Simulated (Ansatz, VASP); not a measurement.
## Se in VASP and in Ansatz

```
Se
1.0
     5.20142    0.00000    0.00000
    -2.60071    4.50457    0.00000
     0.00000    0.00000    2.69354
Se
3
Direct
  0.00000 0.00000 0.00000
  0.33333 0.66667 0.50000
  0.66667 0.33333 0.50000
```

Alike in both runs: functional PBE; k mesh 8 × 8 × 11; occupations fermi-dirac, width 0.08 eV; no spin polarisation.

Ansatz relaxed the structure, and its values are those at the end. VASP's run is a single point on that final structure, the one shown.

|  | VASP | Ansatz |
| --- | --- | --- |
| version | VASP 6.6.1 | Ansatz 0.2.0 |
| potentials or method | VASP PAW PBE potentials, release 64 (Se) | PAW with Ansatz's default frozen-core files, scalar-relativistic |
| plane-wave cutoff (eV) | 520 | 420 |
| valence electrons in the cell | 18 | 48 |

```tsv
	VASP	Ansatz	Ansatz less VASP
pressure (GPa)	0.0	0.0	-0.02
```

VASP's potentials hold 18 valence electrons a cell and Ansatz's 48, so a difference there can come from the potentials and not from the codes.
